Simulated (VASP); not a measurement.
# CoSn (P6/mmm) in VASP: a series of runs, part 2 of 2

VASP 6.6.1. The steps go on from the part before.

### Step 4. Single point, PBE (17.64 Å³/atom)

This run uses another cell than the first one, of 17.64 Å³/atom.

File INCAR:

```
PREC = Accurate
ENCUT = 520
EDIFF = 1E-6
ISMEAR = 0
SIGMA = 0.1
LREAL = F
LASPH = T
NELM = 80
ALGO = Fast
ISIF = 2
LWAVE = F
LCHARG = F
GGA = PE
NBANDS = 44
```

File KPOINTS:

```
regular mesh
0
Gamma
  9 9 8
```

File POSCAR:

```
CoSn
1.0
    5.3490557641      0.0000000000      0.0000000000
   -2.6745278820      4.6324181779      0.0000000000
    0.0000000000      0.0000000000      4.2721302319
Co Sn
3 3
Direct
    0.0000000000      0.5000000000      0.0000000000
    0.5000000000      0.5000000000      0.0000000000
    0.5000000000      0.0000000000      0.0000000000
    0.6666666667      0.3333333333      0.5000000000
    0.3333333333      0.6666666667      0.5000000000
    0.0000000000      0.0000000000      0.0000000000
```

Potentials or basis: VASP PAW PBE potentials, release 64 (Co, Sn_d).

Started as:

```console
$ cat potpaw_PBE.64/Co/POTCAR potpaw_PBE.64/Sn_d/POTCAR > POTCAR
$ mpirun -np 1 vasp_std > vasp.out
```

OUTCAR:

```text
PREC = Accurate
   ENCUT = 520
   EDIFF = 1E-6
   ISMEAR = 0
   LREAL = F
   LASPH = T
   NELM = 80
   ISIF = 2
   GGA = PE

 ion  position               nearest neighbor table
   1  0.000  0.500  0.000-   4 2.64   5 2.64   4 2.64   5 2.64   6 2.67   6 2.67   3 2.67   3 2.67
                             2 2.67   2 2.67
   2  0.500  0.500  0.000-   4 2.64   5 2.64   4 2.64   5 2.64   3 2.67   3 2.67   6 2.67   6 2.67
                             1 2.67   1 2.67
   3  0.500  0.000  0.000-   4 2.64   5 2.64   4 2.64   5 2.64   2 2.67   2 2.67   1 2.67   1 2.67
                             6 2.67   6 2.67
   4  0.667  0.333  0.500-   3 2.64   3 2.64   1 2.64   1 2.64   2 2.64   2 2.64   5 3.09   5 3.09
                             5 3.09   6 3.76   6 3.76   6 3.76   6 3.76   6 3.76   6 3.76
   5  0.333  0.667  0.500-   3 2.64   3 2.64   1 2.64   1 2.64   2 2.64   2 2.64   4 3.09   4 3.09
                             4 3.09   6 3.76   6 3.76   6 3.76   6 3.76   6 3.76   6 3.76
   6  0.000  0.000  0.000-   1 2.67   1 2.67   2 2.67   2 2.67   3 2.67   3 2.67   5 3.76   4 3.76
                             5 3.76   4 3.76   4 3.76   4 3.76   5 3.76   5 3.76   4 3.76   5 3.76

  LATTYP: Found a hexagonal cell.
 ALAT       =     5.3490557641
 C/A-ratio  =     0.7986699747

  Lattice vectors:

 A1 = (   5.3490557641,   0.0000000000,   0.0000000000)
 A2 = (  -2.6745278820,   4.6324181779,   0.0000000000)
 A3 = (   0.0000000000,   0.0000000000,   4.2721302319)

Analysis of symmetry for initial positions (statically):
=====================================================================
 Subroutine PRICEL returns:
 Original cell was already a primitive cell.

 Routine SETGRP: Setting up the symmetry group for a
 hexagonal supercell.

 Subroutine GETGRP returns: Found 24 space group operations
 (whereof 24 operations were pure point group operations)
 out of a pool of 24 trial point group operations.

The static configuration has the point symmetry D_6h.

Analysis of symmetry for dynamics (positions and initial velocities):
=====================================================================
 Subroutine PRICEL returns:
 Original cell was already a primitive cell.

 Routine SETGRP: Setting up the symmetry group for a
 hexagonal supercell.

 Subroutine GETGRP returns: Found 24 space group operations
 (whereof 24 operations were pure point group operations)
 out of a pool of 24 trial point group operations.

The dynamic configuration has the point symmetry D_6h.

 Subroutine INISYM returns: Found 24 space group operations
 (whereof 24 operations are pure point group operations),
 and found     1 'primitive' translations

----------------------------------------------------------------------------------------

                                     Primitive cell

  volume of cell :     105.8594

  direct lattice vectors                    reciprocal lattice vectors
     5.349055764  0.000000000  0.000000000     0.186948883  0.107934988  0.000000000
    -2.674527882  4.632418178  0.000000000     0.000000000  0.215869976  0.000000000
     0.000000000  0.000000000  4.272130232     0.000000000  0.000000000  0.234075261

  length of vectors
     5.349055764  5.349055764  4.272130232     0.215869976  0.215869976  0.234075261

  position of ions in fractional coordinates (direct lattice)
     0.000000000  0.500000000  0.000000000
     0.500000000  0.500000000  0.000000000
[... 42 lines left out ...]
  0.000000  0.000000  0.000000      1.000000
  0.111111  0.000000  0.000000      6.000000
  0.222222  0.000000  0.000000      6.000000
  0.333333  0.000000  0.000000      6.000000
  0.444444  0.000000  0.000000      6.000000
  0.111111  0.111111  0.000000      6.000000
[... 16 lines left out ...]
  0.333333  0.222222  0.125000     24.000000
  0.333333  0.333333  0.125000      4.000000
 [... further k-points ...]
   k-points           NKPTS =     60   k-points in BZ     NKDIM =     60   number of bands    NBANDS=     44
   number of dos      NEDOS =    301   number of ions     NIONS =      6
   total plane-waves  NPLWV =  51200
   dimension x,y,z NGX =    40 NGY =   40 NGZ =   32
   dimension x,y,z NGXF=    80 NGYF=   80 NGZF=   64
   ions per type =               3   3
   NGX,Y,Z   is equivalent  to a cutoff of  12.43, 12.43, 12.45 a.u.
   NGXF,Y,Z  is equivalent  to a cutoff of  24.86, 24.86, 24.90 a.u.
 SYSTEM =  unknown system
   PREC   = accura    normal or accurate (medium, high low for compatibility)
   ISTART =      0    job   : 0-new  1-cont  2-samecut
   ICHARG =      2    charge: 1-file 2-atom 10-const
   ISPIN  =      1    spin polarized calculation?
   LNONCOLLINEAR =      F non collinear calculations
   LSORBIT =      F    spin-orbit coupling
   LASPH  =      T    aspherical Exc in radial PAW
   ENCUT  =  520.0 eV  38.22 Ry    6.18 a.u.   9.95  9.95  7.94*2*pi/ulx,y,z
   NELM   =     80;   NELMIN=  2; NELMDL= -5     # of ELM steps
   EDIFF  = 0.1E-05   stopping-criterion for ELM
   LREAL  =      F    real-space projection
   EDIFFG = 0.1E-04   stopping-criterion for IOM
   NSW    =      0    number of steps for IOM
   IBRION =     -1    ionic relax: 0-MD 1-quasi-New 2-CG
   NFREE  =      0    steps in history (QN), initial steepest desc. (CG)
   ISIF   =      2    stress and relaxation
   ISYM   =      2    0-nonsym 1-usesym 2-fastsym
   POTIM  = 0.5000    time-step for ionic-motion
   TEBEG  =    0.0;   TEEND  =   0.0 temperature during run
   PSTRESS=    0.0 pullay stress
   NELECT =      69.0000    total number of electrons
   NUPDOWN=      -1.0000    fix difference up-down
   EMIN   =  10.00;   EMAX   =-10.00  energy-range for DOS
   EFERMI =   0.00;   METHOD = LEGACY
   ISMEAR =     0;   SIGMA  =   0.10  broadening in eV -4-tet -1-fermi 0-gaus
   EFERMI_NEDOS =   21; number of points for ismear=-14 and -15
   IALGO  =     68    algorithm
   IMIX   =      4    mixing-type and parameters
     AMIX     =   0.40;   BMIX     =  1.00
     AMIX_MAG =   1.60;   BMIX_MAG =  1.00
  volume/ion in A,a.u.               =      17.64       119.06
  Fermi-wavevector in a.u.,A,eV,Ry     =   1.419432  2.682338 27.412863  2.014789
  Thomas-Fermi vector in A             =   2.540454
   LORBIT       =      0    0 simple, 1 ext, 2 COOP (PROOUT), +10 PAW based schemes
   GGA     = PE    functional components
   LHFCALC =     F    Hartree Fock is set to
   AEXX    =    0.0000 exact exchange contribution
   IVDW    =     0    specifies the selected vdW correction
   LEPSILON=     F    determine dielectric tensor
   LRPA    =     F    only Hartree local field effects (RPA)
 non-spin polarized calculation
 RMM-DIIS sequential band-by-band and
 Gauss-broadening in eV      SIGMA  =   0.10
  energy-cutoff  :      520.00
  volume of cell :      105.86
 maximum number of plane-waves:      2874
 NGX is ok and might be reduce to    40
   NGX = 19   NGY = 19   NGZ = 15

 number of electron      69.0000010 magnetization

 Free energy of the ion-electron system (eV)
  ---------------------------------------------------
  ext. energy  EPLUGINS =         0.00000000
  ---------------------------------------------------
  free energy    TOTEN  =       -33.22442501 eV

  energy without entropy =      -33.21145633  energy(sigma->0) =      -33.21794067

 E-fermi :   9.3464     XC(G=0): -11.5500

 val. band max:        9.3293312002   @ k =   0.3333   0.0000   0.1250
 cond. band min:       9.3626847690   @ k =   0.1111   0.0000   0.5000
 fundamental gap:      0.0333535688
 Fermi energy:         9.3463702218

 k-point     1 :       0.0000    0.0000    0.0000
  band No.  band energies     occupation
      1     -12.1540      2.00000
      2     -12.0444      2.00000
      3     -12.0444      2.00000
      4     -11.9963      2.00000
      5     -11.9963      2.00000
      6     -11.8938      2.00000
[... 1117 lines left out ...]
     43      15.6296      0.00000
     44      15.7202      0.00000

 [... further k-points ...]
[... 5 lines left out ...]
  --------------------------------------------------------------------------------------
  -------------------------------------------------------------------------------------
  Total       -2.3656121     -2.3656121     -2.4138771     -0.0000000      0.0000000     -0.0000000
  in kB      -35.8034389    -35.8034389    -36.5339275     -0.0000000      0.0000000     -0.0000000
  external PRESSURE =     -36.0469351 kB  Pullay stress =       0.0000000 kB

 VOLUME and BASIS-vectors are now :
 -----------------------------------------------------------------------------
  energy-cutoff  :      520.00
  volume of cell :      105.86
      direct lattice vectors                 reciprocal lattice vectors
     5.349055764  0.000000000  0.000000000     0.186948883  0.107934988  0.000000000
    -2.674527882  4.632418178  0.000000000     0.000000000  0.215869976  0.000000000
     0.000000000  0.000000000  4.272130232     0.000000000  0.000000000  0.234075261

 POSITION                                       TOTAL-FORCE (eV/Angst)
 -----------------------------------------------------------------------------------
     -1.33726      2.31621      0.00000        -0.000000      0.000000      0.000000
      1.33726      2.31621      0.00000        -0.000000      0.000000      0.000000
      2.67453      0.00000      0.00000        -0.000000      0.000000      0.000000
      2.67453      1.54414      2.13607         0.000000      0.000000     -0.000000
     -0.00000      3.08828      2.13607        -0.000000      0.000000      0.000000
      0.00000      0.00000      0.00000        -0.000000      0.000000      0.000000
 -----------------------------------------------------------------------------------
    total drift:                               -0.000000      0.000000     -0.000000

  FREE ENERGIE OF THE ION-ELECTRON SYSTEM (eV)
  ---------------------------------------------------
  free  energy   TOTEN  =       -33.2244250051 eV

  energy  without entropy=      -33.2114563256  energy(sigma->0) =      -33.21794067
```

Wall time 2.7 min (1 thread of Intel Xeon 6975P-C (Granite Rapids), shared host); peak memory 0.37 GiB.

What came out:

- Free energy: -33.2244 eV
- Pressure: -3.6 GPa
- Band gap on the k mesh: zero (an odd number of electrons rules out a gap without spin polarisation)

Caveat: the cell stands under tension; spin-orbit coupling is left out, which moves the levels of the heavy elements; the run has no spin polarisation, though such a crystal can be magnetic. Spin polarisation is off, so any magnetic state and its effect on volume and gap are missing.

### Step 5. The runs side by side

```csv
cell,gap on the mesh (eV),pressure (GPa)
"a = 5.188, b = 5.188, c = 4.144 Å, angles 90.0, 90.0, 120.0°, 6 atoms",none,9.0
"a = 5.243, b = 5.243, c = 4.188 Å, angles 90.0, 90.0, 120.0°, 6 atoms",none,4.0
"a = 5.349, b = 5.349, c = 4.272 Å, angles 90.0, 90.0, 120.0°, 6 atoms",none,-3.6
```

Alike in all rows: task single point; level PBE; potentials or basis VASP PAW PBE potentials, release 64 (Co, Sn_d); no spin polarisation; k mesh 9 × 9 × 8; cutoff (eV) 520; smearing gaussian 0.1 eV.

Caveats: spin-orbit coupling is left out, which moves the levels of the heavy elements; the run has no spin polarisation, though such a crystal can be magnetic; the cell stands under pressure (at least some runs); the cell stands under tension (at least some runs).

Absolute energies hang on the potentials; compare differences alone.
